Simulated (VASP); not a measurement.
# SnW (Fm-3m) in VASP: notebook

SnW is run at these levels: PBE; tasks: single point, relaxation of cell and atoms.

All numbers are computed with VASP 6.6.1; they aren't measurements. Logs are shortened: lines on timing, memory, paths and dates and some standing lists are left out, and cuts for length are marked.

### Step 1. The cell of the first run

The structure is cubic, space group Fm-3m (No. 225). The conventional cell has a = 5.542 Å, b = 5.542 Å, c = 5.542 Å, α = 90.00°, β = 90.00°, γ = 90.00°. Within 3.7 Å of Sn (site symmetry m-3m) lie 6 W at 2.77 Å. Within 3.7 Å of W (site symmetry m-3m) lie 6 Sn at 2.77 Å.

The cell was built from a structure type or drawn by symmetry, and may not be a known phase.

### Step 2. Single point, PBE

File INCAR:

```
ALGO = Fast
EDIFF = 1E-6
ENCUT = 520
GGA = PE
ISIF = 2
ISMEAR = 0
LASPH = T
LCHARG = F
LREAL = F
LWAVE = F
NBANDS = 21
NELM = 60
PREC = Accurate
SIGMA = 0.1
```

File KPOINTS:

```
k-points
0
Gamma
  6 6 6
```

File POSCAR:

```
SnW
1.0
    0.0000000000      2.7707539724      2.7707539724
    2.7707539724      0.0000000000      2.7707539724
    2.7707539724      2.7707539724      0.0000000000
Sn W
1 1
Direct
    0.5000000000      0.5000000000      0.5000000000
    0.0000000000      0.0000000000      0.0000000000
```

Potentials or basis: VASP PAW PBE potentials, release 64 (Sn_d, W_sv).

The run is started by

```bash
cat potpaw_PBE.64/Sn_d/POTCAR potpaw_PBE.64/W_sv/POTCAR > POTCAR
mpirun -np 1 vasp_std > vasp.out
```

OUTCAR:

```text
EDIFF = 1E-6
   ENCUT = 520
   GGA = PE
   ISIF = 2
   ISMEAR = 0
   LASPH = T
   LREAL = F
   NELM = 60
   PREC = Accurate

 ion  position               nearest neighbor table
   1  0.500  0.500  0.500-   2 2.77   2 2.77   2 2.77   2 2.77   2 2.77   2 2.77
   2  0.000  0.000  0.000-   1 2.77   1 2.77   1 2.77   1 2.77   1 2.77   1 2.77

  LATTYP: Found a face centered cubic cell.
 ALAT       =     5.5415079448

  Lattice vectors:

 A1 = (   0.0000000000,   2.7707539724,   2.7707539724)
 A2 = (   2.7707539724,   0.0000000000,   2.7707539724)
 A3 = (   2.7707539724,   2.7707539724,   0.0000000000)

Analysis of symmetry for initial positions (statically):
=====================================================================
 Subroutine PRICEL returns:
 Original cell was already a primitive cell.

 Routine SETGRP: Setting up the symmetry group for a
 face centered cubic supercell.

 Subroutine GETGRP returns: Found 48 space group operations
 (whereof 48 operations were pure point group operations)
 out of a pool of 48 trial point group operations.

The static configuration has the point symmetry O_h .

Analysis of symmetry for dynamics (positions and initial velocities):
=====================================================================
 Subroutine PRICEL returns:
 Original cell was already a primitive cell.

 Routine SETGRP: Setting up the symmetry group for a
 face centered cubic supercell.

 Subroutine GETGRP returns: Found 48 space group operations
 (whereof 48 operations were pure point group operations)
 out of a pool of 48 trial point group operations.

The dynamic configuration has the point symmetry O_h .

 Subroutine INISYM returns: Found 48 space group operations
 (whereof 48 operations are pure point group operations),
 and found     1 'primitive' translations

----------------------------------------------------------------------------------------

                                     Primitive cell

  volume of cell :      42.5426

  direct lattice vectors                    reciprocal lattice vectors
     0.000000000  2.770753972  2.770753972    -0.180456296  0.180456296  0.180456296
     2.770753972  0.000000000  2.770753972     0.180456296 -0.180456296  0.180456296
     2.770753972  2.770753972  0.000000000     0.180456296  0.180456296 -0.180456296

  length of vectors
     3.918437846  3.918437846  3.918437846     0.312559474  0.312559474  0.312559474

  position of ions in fractional coordinates (direct lattice)
     0.500000000  0.500000000  0.500000000
     0.000000000  0.000000000  0.000000000

  ion indices of the primitive-cell ions
   primitive index   ion index
                 1           1
                 2           2

----------------------------------------------------------------------------------------

 KPOINTS: k-points

Automatic generation of k-mesh.
 Grid dimensions read from file:
 generate k-points for:    6    6    6

 Generating k-lattice:

  Cartesian coordinates                     Fractional coordinates (reciprocal lattice)
    -0.030076049  0.030076049  0.030076049     0.166666667  0.000000000  0.000000000
     0.030076049 -0.030076049  0.030076049     0.000000000  0.166666667  0.000000000
     0.030076049  0.030076049 -0.030076049     0.000000000  0.000000000  0.166666667

  Length of vectors
     0.052093246  0.052093246  0.052093246

  Shift w.r.t. Gamma in fractional coordinates (k-lattice)
     0.000000000  0.000000000  0.000000000

 Subroutine IBZKPT returns following result:
 ===========================================

 Found     16 irreducible k-points:

 Following reciprocal coordinates:
            Coordinates               Weight
  0.000000  0.000000  0.000000      1.000000
  0.166667  0.000000  0.000000      8.000000
  0.333333  0.000000  0.000000      8.000000
  0.500000  0.000000  0.000000      4.000000
  0.166667  0.166667  0.000000      6.000000
  0.333333  0.166667  0.000000     24.000000
[... 8 lines left out ...]
 -0.333333  0.333333  0.166667     24.000000
 -0.333333  0.500000  0.166667     12.000000
   k-points           NKPTS =     16   k-points in BZ     NKDIM =     16   number of bands    NBANDS=     21
   number of dos      NEDOS =    301   number of ions     NIONS =      2
   total plane-waves  NPLWV =  27000
   dimension x,y,z NGX =    30 NGY =   30 NGZ =   30
   dimension x,y,z NGXF=    60 NGYF=   60 NGZF=   60
   ions per type =               1   1
   NGX,Y,Z   is equivalent  to a cutoff of  12.73, 12.73, 12.73 a.u.
   NGXF,Y,Z  is equivalent  to a cutoff of  25.46, 25.46, 25.46 a.u.
 SYSTEM =  unknown system
   PREC   = accura    normal or accurate (medium, high low for compatibility)
   ISTART =      0    job   : 0-new  1-cont  2-samecut
   ICHARG =      2    charge: 1-file 2-atom 10-const
   ISPIN  =      1    spin polarized calculation?
   LNONCOLLINEAR =      F non collinear calculations
   LSORBIT =      F    spin-orbit coupling
   LASPH  =      T    aspherical Exc in radial PAW
   ENCUT  =  520.0 eV  38.22 Ry    6.18 a.u.   7.29  7.29  7.29*2*pi/ulx,y,z
   NELM   =     60;   NELMIN=  2; NELMDL= -5     # of ELM steps
   EDIFF  = 0.1E-05   stopping-criterion for ELM
   LREAL  =      F    real-space projection
   EDIFFG = 0.1E-04   stopping-criterion for IOM
   NSW    =      0    number of steps for IOM
   IBRION =     -1    ionic relax: 0-MD 1-quasi-New 2-CG
   NFREE  =      0    steps in history (QN), initial steepest desc. (CG)
   ISIF   =      2    stress and relaxation
   ISYM   =      2    0-nonsym 1-usesym 2-fastsym
   POTIM  = 0.5000    time-step for ionic-motion
   TEBEG  =    0.0;   TEEND  =   0.0 temperature during run
   PSTRESS=    0.0 pullay stress
   NELECT =      28.0000    total number of electrons
   NUPDOWN=      -1.0000    fix difference up-down
   EMIN   =  10.00;   EMAX   =-10.00  energy-range for DOS
   EFERMI =   0.00;   METHOD = LEGACY
   ISMEAR =     0;   SIGMA  =   0.10  broadening in eV -4-tet -1-fermi 0-gaus
   EFERMI_NEDOS =   21; number of points for ismear=-14 and -15
   IALGO  =     68    algorithm
   IMIX   =      4    mixing-type and parameters
     AMIX     =   0.40;   BMIX     =  1.00
     AMIX_MAG =   1.60;   BMIX_MAG =  1.00
  volume/ion in A,a.u.               =      21.27       143.55
  Fermi-wavevector in a.u.,A,eV,Ry     =   1.424031  2.691029 27.590782  2.027865
  Thomas-Fermi vector in A             =   2.544566
   LORBIT       =      0    0 simple, 1 ext, 2 COOP (PROOUT), +10 PAW based schemes
   GGA     = PE    functional components
   LHFCALC =     F    Hartree Fock is set to
   AEXX    =    0.0000 exact exchange contribution
   IVDW    =     0    specifies the selected vdW correction
   LEPSILON=     F    determine dielectric tensor
   LRPA    =     F    only Hartree local field effects (RPA)
 non-spin polarized calculation
 RMM-DIIS sequential band-by-band and
 Gauss-broadening in eV      SIGMA  =   0.10
  energy-cutoff  :      520.00
  volume of cell :       42.54
 maximum number of plane-waves:      1167
 NGX is ok and might be reduce to    30
   NGX = 15   NGY = 15   NGZ = 15

 number of electron      28.0000005 magnetization

 Free energy of the ion-electron system (eV)
  ---------------------------------------------------
  ext. energy  EPLUGINS =         0.00000000
  ---------------------------------------------------
  free energy    TOTEN  =       -13.93129361 eV

  energy without entropy =      -13.90680199  energy(sigma->0) =      -13.91904780

 E-fermi :   9.2298     XC(G=0): -11.6902

 val. band max:        9.2248958008   @ k =  -0.1667   0.1667   0.0000
 cond. band min:       9.2569394440   @ k =   0.3333   0.3333   0.0000
 fundamental gap:      0.0320436432
 Fermi energy:         9.2297594589

 k-point     1 :       0.0000    0.0000    0.0000
  band No.  band energies     occupation
      1     -65.0549      2.00000
      2     -29.2582      2.00000
      3     -29.2582      2.00000
      4     -29.2582      2.00000
      5     -11.9367      2.00000
      6     -11.9367      2.00000
[... 13 lines left out ...]
     20      17.1783      0.00000
     21      21.3107      0.00000

 k-point     2 :       0.1667    0.0000    0.0000
  band No.  band energies     occupation
      1     -65.0547      2.00000
      2     -29.2687      2.00000
      3     -29.2608      2.00000
      4     -29.2608      2.00000
      5     -11.9221      2.00000
      6     -11.9221      2.00000
[... 13 lines left out ...]
     20      18.5539      0.00000
     21      19.7845      0.00000

 k-point     3 :       0.3333    0.0000    0.0000
  band No.  band energies     occupation
      1     -65.0542      2.00000
      2     -29.2896      2.00000
      3     -29.2659      2.00000
      4     -29.2659      2.00000
      5     -11.8937      2.00000
      6     -11.8937      2.00000
[... 13 lines left out ...]
     20      17.9487      0.00000
     21      17.9487      0.00000

 k-point     4 :       0.5000    0.0000    0.0000
  band No.  band energies     occupation
      1     -65.0540      2.00000
      2     -29.3000      2.00000
      3     -29.2684      2.00000
      4     -29.2684      2.00000
      5     -11.8801      2.00000
      6     -11.8801      2.00000
[... 13 lines left out ...]
     20      17.6442      0.00000
     21      17.6443      0.00000

 k-point     5 :       0.1667    0.1667    0.0000
  band No.  band energies     occupation
      1     -65.0546      2.00000
      2     -29.2702      2.00000
      3     -29.2621      2.00000
      4     -29.2621      2.00000
      5     -11.9302      2.00000
      6     -11.9124      2.00000
[... 13 lines left out ...]
     20      17.5387      0.00000
     21      20.1899      0.00000
[... 190 lines left out ...]
     20      19.3095      0.00000
     21      22.3179      0.00000

 k-point    14 :       0.5000    0.3333    0.1667
  band No.  band energies     occupation
      1     -65.0540      2.00000
      2     -29.2896      2.00000
      3     -29.2746      2.00000
      4     -29.2706      2.00000
      5     -11.9153      2.00000
      6     -11.8894      2.00000
[... 13 lines left out ...]
     20      18.6154      0.00000
     21      18.6222      0.00000

 k-point    15 :      -0.3333    0.3333    0.1667
  band No.  band energies     occupation
      1     -65.0538      2.00000
      2     -29.2899      2.00000
      3     -29.2801      2.00000
      4     -29.2731      2.00000
      5     -11.9190      2.00000
      6     -11.8826      2.00000
[... 13 lines left out ...]
     20      18.8101      0.00000
     21      20.0936      0.00000

 k-point    16 :      -0.3333    0.5000    0.1667
  band No.  band energies     occupation
      1     -65.0537      2.00000
      2     -29.2892      2.00000
      3     -29.2787      2.00000
      4     -29.2763      2.00000
      5     -11.9331      2.00000
      6     -11.8914      2.00000
[... 13 lines left out ...]
     20      19.1858      0.00000
     21      20.6223      0.00000

------------------------ aborting loop because EDIFF is reached ----------------------------------------

  FORCE on cell =-STRESS in cart. coord.  units (eV):
  Direction    XX          YY          ZZ          XY          YZ          ZX
  --------------------------------------------------------------------------------------
  -------------------------------------------------------------------------------------
  Total        0.0158867      0.0158867      0.0158867     -0.0000000      0.0000000     -0.0000000
  in kB        0.5983019      0.5983019      0.5983019     -0.0000000      0.0000000     -0.0000000
  external PRESSURE =       0.5983019 kB  Pullay stress =       0.0000000 kB

 VOLUME and BASIS-vectors are now :
 -----------------------------------------------------------------------------
  energy-cutoff  :      520.00
  volume of cell :       42.54
      direct lattice vectors                 reciprocal lattice vectors
     0.000000000  2.770753972  2.770753972    -0.180456296  0.180456296  0.180456296
     2.770753972  0.000000000  2.770753972     0.180456296 -0.180456296  0.180456296
     2.770753972  2.770753972  0.000000000     0.180456296  0.180456296 -0.180456296

 POSITION                                       TOTAL-FORCE (eV/Angst)
 -----------------------------------------------------------------------------------
      2.77075      2.77075      2.77075        -0.000000     -0.000000     -0.000000
      0.00000      0.00000      0.00000         0.000000      0.000000      0.000000
 -----------------------------------------------------------------------------------
    total drift:                                0.000000      0.000000      0.000000

  FREE ENERGIE OF THE ION-ELECTRON SYSTEM (eV)
  ---------------------------------------------------
  free  energy   TOTEN  =       -13.9312936125 eV

  energy  without entropy=      -13.9068019911  energy(sigma->0) =      -13.91904780
```

It took 22 s on 1 thread of Intel Xeon Platinum 8259CL at 2.50GHz (Skylake/Cascade Lake), shared host; peak memory 0.17 GiB.

Results:

```
Free energy            : -13.9313 eV
Pressure               : 0.1 GPa
Band gap on the k mesh : zero (bands 14 and 15 overlap by 1.23 eV)
```

Caveat: spin-orbit coupling is left out, which moves the levels of the heavy elements.

(Part 1 of 3 ends here.)
